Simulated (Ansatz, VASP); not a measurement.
## Two plane-wave programs on Na2C3

```
CELL_PARAMETERS angstrom
1.63958 0.94661 8.53595
-1.63958 0.94661 8.53595
0.00000 -1.89322 8.53595
ATOMIC_POSITIONS crystal
Na 0.93279 0.93279 0.93279
Na 0.06721 0.06721 0.06721
C 0.00000 0.00000 0.50000
C 0.50000 0.00000 0.00000
C 0.00000 0.50000 0.00000
```

Alike in both runs: functional PBE; k mesh 6 × 6 × 6; occupations gaussian, width 0.1 eV; no spin polarisation.

Ansatz relaxed the structure, and its values are those at the end. VASP's run is a single point on that final structure, the one shown.

```csv
,VASP,Ansatz
version,VASP 6.6.1,Ansatz 0.2.0
potentials or method,"VASP PAW PBE potentials, release 64 (Na_pv, C), cutoff 520 eV","scalar-relativistic, plane waves, PAW"
valence electrons in the cell,26,30
```

```csv
,VASP,Ansatz,Ansatz less VASP
gap on the k mesh at the Fermi level (eV),none,none,-
pressure (GPa),0.1,0.1,-0.03
```

A gap of «none» marks a metal or a gap that the smearing closes. VASP's potentials hold 26 valence electrons a cell and Ansatz's 30, so a difference there can come from the potentials and not from the codes.

The k mesh is coarse, so the values compare programs but aren't converged.
